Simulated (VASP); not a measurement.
Runs of VASP 6.6.1 on Al7C. The structure is that of space group Fm-3m (No. 225), or close to it. The cells are those of the table. 

```tsv
task	cell	k mesh	cutoff (eV)	gap on the mesh (eV)	pressure (GPa)	relaxed volume (Å³/atom)	largest force (eV/Å)
single point	a = 6.549 Å, angles 60.0°, 8 atoms	8 × 8 × 8	520	none	0.0	-	0.01
relaxation of cell and atoms	relaxed from a = 5.589 Å, angles 60.0°, 8 atoms	4 × 4 × 4	600	none	-0.1	(b)	0.02
relaxation of cell and atoms	relaxed from a = 6.551 Å, angles 60.0°, 8 atoms	8 × 8 × 8	600	none	0.0	24.79	-
single point	a = 6.551 Å, angles 60.0°, 8 atoms	4 × 4 × 4	520	none	0.0	-	-
single point	a = 5.589 Å, angles 60.0°, 8 atoms	4 × 4 × 4	520	none	48.7	-	(a)
```

Alike in all rows: level PBE; potentials or basis VASP PAW PBE potentials, release 64 (Al, C); no spin polarisation; smearing gaussian 0.1 eV.

Q: Estimate the missing entries.

A: (a) 3.75; (b) 24.89.

Caveats: the volume moved by over 15 % at a fixed basis, so the end points are rough (some runs); forces of over 1 eV/Å act on the atoms, so gaps and moduli don't describe the material at rest (some runs).

A gap of «none» marks levels without a gap at the run's occupations.
